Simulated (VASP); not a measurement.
# Si8O15 (a cell with a defect) in VASP: single point with PBEsol

Aim: the single point of Si8O15 (a cell with a defect) with PBEsol.

All numbers are computed with VASP 6.6.1; they aren't measurements. Logs are shortened: lines on timing, memory, paths and dates and some standing lists are left out, and cuts for length are marked.

### 1 The cell of the first run

The cell holds a defect, 23 atoms: a = 6.758 Å, b = 6.082 Å, c = 6.500 Å, α = 64.87°, β = 54.57°, γ = 60.56°.

### 2 Single point, PBEsol

File INCAR:

```
SYSTEM = Si8O15
PREC = Accurate ; ENCUT = 520
EDIFF = 1E-6 ; ISMEAR = 0
SIGMA = 0.02 ; LREAL = Auto
LASPH = .TRUE. ; NELM = 100
ALGO = Normal ; ISIF = 2
LWAVE = .FALSE. ; LCHARG = .FALSE.
GGA = PS ; NBANDS = 78
NELECT = 124.0
```

File KPOINTS:

```
Automatic mesh
0
G
  3 3 3
  0 0 0
```

File POSCAR:

```
Si8O15
1.0
    0.0000000000      5.0462000000      4.4946000000
    4.0970000000      0.0000000000      4.4946000000
    4.0970000000      5.0462000000      0.0000000000
Si O
8 15
Direct
    0.2519100792      0.0244840382      0.9293072725
    0.3021002828      0.4510697435      0.0430249600
    0.8076051714      0.9425094106      0.0429233451
    0.1991921098      0.0484762033      0.4554559422
    0.6936081460      0.5568363875      0.4562002247
    0.7825988453      0.9888920549      0.5284191484
    0.2491449135      0.4758920197      0.5688448610
    0.7187483613      0.5103160716      0.9713863936
    0.4190737228      0.5183707662      0.1859631367
    0.2775840791      0.1385045606      0.6032884587
    0.3738535407      0.7278965595      0.5140470578
    0.4678832772      0.1104723050      0.1456136115
    0.0820769539      0.9812339080      0.3127924528
    0.2230310178      0.3613736011      0.8954672581
    0.1274456822      0.7716307651      0.9845615708
    0.0333102888      0.3890056014      0.3531737982
    0.9010417864      0.0284253519      0.7216019851
    0.7642834482      0.6429832719      0.1275856810
    0.8801263019      0.1998243055      0.0187324433
    0.5999993053      0.4701668941      0.7772390126
    0.7369565179      0.8564971821      0.3713895643
    0.6212321853      0.2995229431      0.4797299248
    0.7496710387      0.7495322274      0.7498277921
```

Potentials or basis: VASP PAW PBE potentials, release 64 (Si, O).

Run with:

```bash
cat potpaw_PBE.64/Si/POTCAR potpaw_PBE.64/O/POTCAR > POTCAR
mpirun -np 1 vasp_std > vasp.out
```

OUTCAR:

```text
SYSTEM = Si8O15
   PREC = Accurate
   ENCUT = 520
   EDIFF = 1E-6
   ISMEAR = 0
   LREAL = Auto
   LASPH = .TRUE.
   NELM = 100
   ISIF = 2
   GGA = PS
   NELECT = 124.0

 ion  position               nearest neighbor table
   1  0.252  0.024  0.929-  10 1.86  14 1.89  15 1.91  19 2.00  13 2.01   7 2.75   3 2.90   6 2.93
                             2 3.12
   2  0.302  0.451  0.043-  14 1.68  15 1.72  20 1.75   9 1.77  16 1.81  12 1.84   4 2.76   8 2.76
                             1 3.12   5 3.14
   3  0.808  0.943  0.043-  17 1.70  15 1.75  19 1.78  21 1.78  18 1.79  12 1.80   5 2.71   1 2.90
                             8 3.07   4 3.14
   4  0.199  0.048  0.455-  10 1.68  11 1.72  17 1.76  13 1.77  12 1.81  16 1.84   6 2.76   2 2.76
                             7 3.12   3 3.14
   5  0.694  0.557  0.456-  20 1.70  11 1.75  22 1.78  18 1.78  21 1.79  16 1.80   3 2.71   7 2.90
                             6 3.07   2 3.14
   6  0.783  0.989  0.528-  23 1.55  22 1.65  13 1.65  21 1.76  17 1.97   4 2.76   1 2.93   5 3.07
                             8 3.10
   7  0.249  0.476  0.569-  14 1.86  10 1.89  11 1.91  22 2.00   9 2.00   1 2.75   5 2.90   8 2.93
                             4 3.12
   8  0.719  0.510  0.971-  23 1.55  19 1.65   9 1.65  18 1.75  20 1.98   2 2.76   7 2.93   3 3.07
                             6 3.10
   9  0.419  0.518  0.186-   8 1.65   2 1.77   7 2.00
  10  0.278  0.139  0.603-   4 1.68   1 1.86   7 1.89
  11  0.374  0.728  0.514-   4 1.72   5 1.75   7 1.91
  12  0.468  0.110  0.146-   3 1.80   4 1.81   2 1.84
  13  0.082  0.981  0.313-   6 1.65   4 1.77   1 2.01
  14  0.223  0.361  0.895-   2 1.68   7 1.86   1 1.89
  15  0.127  0.772  0.985-   2 1.72   3 1.75   1 1.91
  16  0.033  0.389  0.353-   5 1.80   2 1.81   4 1.84
  17  0.901  0.028  0.722-   3 1.70   4 1.76   6 1.97
  18  0.764  0.643  0.128-   8 1.75   5 1.78   3 1.79
  19  0.880  0.200  0.019-   8 1.65   3 1.78   1 2.00
  20  0.600  0.470  0.777-   5 1.70   2 1.75   8 1.98
  21  0.737  0.856  0.371-   6 1.76   3 1.78   5 1.79
  22  0.621  0.300  0.480-   6 1.65   5 1.78   7 2.00
  23  0.750  0.750  0.750-   8 1.55   6 1.55

  LATTYP: Found a face centered orthorhombic cell.
 ALAT       =     8.1940000000
 B/A-ratio  =     1.0970466195
 C/A-ratio  =     1.2316817183

  Lattice vectors:

 A1 = (   0.0000000000,   5.0462000000,  -4.4946000000)
 A2 = (   4.0970000000,   5.0462000000,   0.0000000000)
 A3 = (   4.0970000000,   0.0000000000,  -4.4946000000)

Analysis of symmetry for initial positions (statically):
=====================================================================
 Subroutine PRICEL returns:
 Original cell was already a primitive cell.

 Routine SETGRP: Setting up the symmetry group for a
 face centered orthorhombic supercell.

 Subroutine GETGRP returns: Found  1 space group operations
 (whereof  1 operations were pure point group operations)
 out of a pool of  8 trial point group operations.

The static configuration has the point symmetry C_1 .

Analysis of symmetry for dynamics (positions and initial velocities):
=====================================================================
 Subroutine PRICEL returns:
 Original cell was already a primitive cell.

 Routine SETGRP: Setting up the symmetry group for a
 face centered orthorhombic supercell.

 Subroutine GETGRP returns: Found  1 space group operations
 (whereof  1 operations were pure point group operations)
 out of a pool of  8 trial point group operations.

The dynamic configuration has the point symmetry C_1 .

 Subroutine INISYM returns: Found  1 space group operations
 (whereof  1 operations are pure point group operations),
 and found     1 'primitive' translations

----------------------------------------------------------------------------------------

                                     Primitive cell

  volume of cell :     185.8453

  direct lattice vectors                    reciprocal lattice vectors
     0.000000000  5.046200000  4.494600000    -0.122040517  0.099084460  0.111244605
     4.097000000  0.000000000  4.494600000     0.122040517 -0.099084460  0.111244605
     4.097000000  5.046200000  0.000000000     0.122040517  0.099084460 -0.111244605

  length of vectors
     6.757630028  6.081680537  6.499964880     0.192579802  0.192579802  0.192579802

  position of ions in fractional coordinates (direct lattice)
     0.251910079  0.024484038  0.929307272
     0.302100283  0.451069743  0.043024960
     0.807605171  0.942509411  0.042923345
     0.199192110  0.048476203  0.455455942
     0.693608146  0.556836387  0.456200225
     0.782598845  0.988892055  0.528419148
[... 15 lines left out ...]
     0.621232185  0.299522943  0.479729925
     0.749671039  0.749532227  0.749827792

  ion indices of the primitive-cell ions
   primitive index   ion index
                 1           1
                 2           2
                 3           3
                 4           4
                 5           5
                 6           6
[... 15 lines left out ...]
                22          22
                23          23

----------------------------------------------------------------------------------------

 KPOINTS: Automatic mesh

Automatic generation of k-mesh.
 Grid dimensions read from file:
 generate k-points for:    3    3    3

 Generating k-lattice:

  Cartesian coordinates                     Fractional coordinates (reciprocal lattice)
    -0.040680172  0.033028153  0.037081535     0.333333333  0.000000000  0.000000000
     0.040680172 -0.033028153  0.037081535     0.000000000  0.333333333  0.000000000
     0.040680172  0.033028153 -0.037081535     0.000000000  0.000000000  0.333333333

  Length of vectors
     0.064193267  0.064193267  0.064193267

  Shift w.r.t. Gamma in fractional coordinates (k-lattice)
     0.000000000  0.000000000  0.000000000

 Subroutine IBZKPT returns following result:
 ===========================================

 Found     14 irreducible k-points:

 Following reciprocal coordinates:
            Coordinates               Weight
  0.000000  0.000000  0.000000      1.000000
  0.333333  0.000000  0.000000      2.000000
 -0.333333 -0.333333 -0.333333      2.000000
  0.000000  0.333333  0.000000      2.000000
  0.000000  0.000000  0.333333      2.000000
  0.333333  0.333333  0.000000      2.000000
 -0.333333  0.333333  0.000000      2.000000
  0.333333  0.333333 -0.333333      2.000000
  0.333333  0.000000  0.333333      2.000000
 -0.333333  0.000000  0.333333      2.000000
  0.333333 -0.333333  0.333333      2.000000
  0.000000  0.333333  0.333333      2.000000
 -0.333333  0.333333  0.333333      2.000000
  0.000000  0.333333 -0.333333      2.000000
   k-points           NKPTS =     14   k-points in BZ     NKDIM =     14   number of bands    NBANDS=     78
   number of dos      NEDOS =    301   number of ions     NIONS =     23
   total plane-waves  NPLWV = 115200
   dimension x,y,z NGX =    50 NGY =   48 NGZ =   48
   dimension x,y,z NGXF=   100 NGYF=   96 NGZF=   96
   ions per type =               8  15
   NGX,Y,Z   is equivalent  to a cutoff of  12.30, 13.12, 12.28 a.u.
   NGXF,Y,Z  is equivalent  to a cutoff of  24.60, 26.24, 24.55 a.u.
 SYSTEM =  Si8O15
   PREC   = accura    normal or accurate (medium, high low for compatibility)
   ISTART =      0    job   : 0-new  1-cont  2-samecut
   ICHARG =      2    charge: 1-file 2-atom 10-const
   ISPIN  =      1    spin polarized calculation?
   LNONCOLLINEAR =      F non collinear calculations
   LSORBIT =      F    spin-orbit coupling
   LASPH  =      T    aspherical Exc in radial PAW
   ENCUT  =  520.0 eV  38.22 Ry    6.18 a.u.  12.56 11.31 12.09*2*pi/ulx,y,z
   NELM   =    100;   NELMIN=  2; NELMDL= -5     # of ELM steps
   EDIFF  = 0.1E-05   stopping-criterion for ELM
   LREAL  =      T    real-space projection
   EDIFFG = 0.1E-04   stopping-criterion for IOM
   NSW    =      0    number of steps for IOM
   IBRION =     -1    ionic relax: 0-MD 1-quasi-New 2-CG
   NFREE  =      0    steps in history (QN), initial steepest desc. (CG)
   ISIF   =      2    stress and relaxation
   ISYM   =      2    0-nonsym 1-usesym 2-fastsym
   POTIM  = 0.5000    time-step for ionic-motion
   TEBEG  =    0.0;   TEEND  =   0.0 temperature during run
   PSTRESS=    0.0 pullay stress
   NELECT =     124.0000    total number of electrons
   NUPDOWN=      -1.0000    fix difference up-down
   EMIN   =  10.00;   EMAX   =-10.00  energy-range for DOS
   EFERMI =   0.00;   METHOD = LEGACY
   ISMEAR =     0;   SIGMA  =   0.02  broadening in eV -4-tet -1-fermi 0-gaus
   EFERMI_NEDOS =   21; number of points for ismear=-14 and -15
   IALGO  =     38    algorithm
   IMIX   =      4    mixing-type and parameters
     AMIX     =   0.40;   BMIX     =  1.00
     AMIX_MAG =   1.60;   BMIX_MAG =  1.00
  volume/ion in A,a.u.               =       8.08        54.53
  Fermi-wavevector in a.u.,A,eV,Ry     =   1.430534  2.703318 27.843344  2.046428
  Thomas-Fermi vector in A             =   2.550369
   LORBIT       =      0    0 simple, 1 ext, 2 COOP (PROOUT), +10 PAW based schemes
   GGA     = PS    functional components
   LHFCALC =     F    Hartree Fock is set to
   AEXX    =    0.0000 exact exchange contribution
   IVDW    =     0    specifies the selected vdW correction
   LEPSILON=     F    determine dielectric tensor
   LRPA    =     F    only Hartree local field effects (RPA)
 non-spin polarized calculation
 Gauss-broadening in eV      SIGMA  =   0.02
  energy-cutoff  :      520.00
  volume of cell :      185.85
 maximum number of plane-waves:      5017
 NGX is ok and might be reduce to    50
   NGX = 25   NGY = 23   NGZ = 25

 number of electron     124.0000003 magnetization

 Free energy of the ion-electron system (eV)
  ---------------------------------------------------
  ext. energy  EPLUGINS =         0.00000000
  ---------------------------------------------------
  free energy    TOTEN  =      -155.82632120 eV

  energy without entropy =     -155.82632120  energy(sigma->0) =     -155.82632120

 E-fermi :  11.8662     XC(G=0): -12.4907

 val. band max:       11.7011244331   @ k =  -0.3333  -0.3333  -0.3333
 cond. band min:      13.2501034692   @ k =   0.0000   0.0000   0.0000
 fundamental gap:      1.5489790360
 Fermi energy:        11.8661993482

 k-point     1 :       0.0000    0.0000    0.0000
  band No.  band energies     occupation
      1     -14.6003      2.00000
      2     -12.3264      2.00000
      3     -12.3025      2.00000
      4     -12.1946      2.00000
      5     -11.9615      2.00000
      6     -11.8663      2.00000
[... 66 lines left out ...]
     73      17.5525      0.00000
     74      17.6672      0.00000

 k-point     2 :       0.3333    0.0000    0.0000
  band No.  band energies     occupation
      1     -14.2964      2.00000
      2     -13.1263      2.00000
      3     -12.4586      2.00000
      4     -12.3819      2.00000
      5     -11.8837      2.00000
      6     -11.7831      2.00000
[... 66 lines left out ...]
     73      17.1792      0.00000
     74      17.5403      0.00000

 k-point     3 :      -0.3333   -0.3333   -0.3333
  band No.  band energies     occupation
      1     -14.2545      2.00000
      2     -13.1226      2.00000
      3     -12.6526      2.00000
      4     -12.3601      2.00000
      5     -11.9587      2.00000
      6     -11.7069      2.00000
[... 836 lines left out ...]
     73      17.2151      0.00000
     74      17.3069      0.00000

 k-point    14 :       0.0000    0.3333   -0.3333
  band No.  band energies     occupation
      1     -13.7958      2.00000
      2     -13.2893      2.00000
      3     -13.1690      2.00000
      4     -12.6434      2.00000
      5     -12.0021      2.00000
      6     -11.6409      2.00000
[... 66 lines left out ...]
     73      17.2246      0.00000
     74      17.5165      0.00000
 [bands above 74 left out]

------------------------ aborting loop because EDIFF is reached ----------------------------------------

  FORCE on cell =-STRESS in cart. coord.  units (eV):
  Direction    XX          YY          ZZ          XY          YZ          ZX
  --------------------------------------------------------------------------------------
  -------------------------------------------------------------------------------------
  Total       53.4706288     52.5785128     50.8821372     -0.8941924     -5.9289507     -0.2985744
  in kB      460.9718525    453.2808943    438.6563902     -7.7088585    -51.1136569     -2.5740188
  external PRESSURE =     450.9697124 kB  Pullay stress =       0.0000000 kB

 VOLUME and BASIS-vectors are now :
 -----------------------------------------------------------------------------
  energy-cutoff  :      520.00
  volume of cell :      185.85
      direct lattice vectors                 reciprocal lattice vectors
     0.000000000  5.046200000  4.494600000    -0.122040517  0.099084460  0.111244605
     4.097000000  0.000000000  4.494600000     0.122040517 -0.099084460  0.111244605
     4.097000000  5.046200000  0.000000000     0.122040517  0.099084460 -0.111244605

 POSITION                                       TOTAL-FORCE (eV/Angst)
 -----------------------------------------------------------------------------------
      3.90768      5.96066      1.24228        -0.007749      0.031386     -0.002589
      2.02431      1.74157      3.38520         0.022255      0.006586     -0.002291
      4.03732      4.29194      7.86607         0.014658     -0.023861     -0.014742
      2.06461      3.30349      1.11317        -0.017593     -0.004743     -0.001463
      4.15041      5.80216      5.62025        -0.016628      0.018996      0.014944
      6.21642      6.61566      7.96214         0.012639     -0.047279     -0.046786
[... 15 lines left out ...]
      3.19260      5.55567      4.13843         0.043555     -0.048517      0.003306
      6.14288      7.56677      6.73832        -0.003504      0.008876      0.010910
 -----------------------------------------------------------------------------------
    total drift:                               -0.002322     -0.000885     -0.003052

  FREE ENERGIE OF THE ION-ELECTRON SYSTEM (eV)
  ---------------------------------------------------
  free  energy   TOTEN  =      -155.8263211959 eV

  energy  without entropy=     -155.8263211959  energy(sigma->0) =     -155.82632120
```

Wall time 3.3 min (1 thread of Intel Xeon 6975P-C (Granite Rapids), shared host); peak memory 0.37 GiB.

What came out:

```yaml
Free_energy: -155.8263 eV
Largest_force: 0.078 eV/Å
```

Forces in eV/Å, atoms in the order of the input:
```
Si  -0.008  0.031 -0.003
Si   0.022  0.007 -0.002
Si   0.015 -0.024 -0.015
Si  -0.018 -0.005 -0.001
Si  -0.017  0.019  0.015
Si   0.013 -0.047 -0.047
Si   0.006 -0.027 -0.003
Si  -0.015  0.027  0.041
O    0.046  0.011 -0.061
O    0.027  0.032  0.020
O   -0.011 -0.001 -0.015
O   -0.004  0.003  0.007
O   -0.047 -0.006  0.058
O   -0.025 -0.032 -0.017
O    0.011  0.003  0.015
O    0.003 -0.004 -0.006
O   -0.015 -0.045  0.001
O   -0.011 -0.010 -0.009
O   -0.040  0.051 -0.003
O    0.018  0.043  0.002
O    0.010  0.013  0.009
O    0.044 -0.049  0.003
O   -0.004  0.009  0.011
```

Caveat: the cell carries a net charge on a neutralising background, which shifts energy and pressure; the cell is charged against a uniform background, so pressure and absolute levels hang on convention; the PAW data sets were made with another functional, which shifts forces and pressure a little.
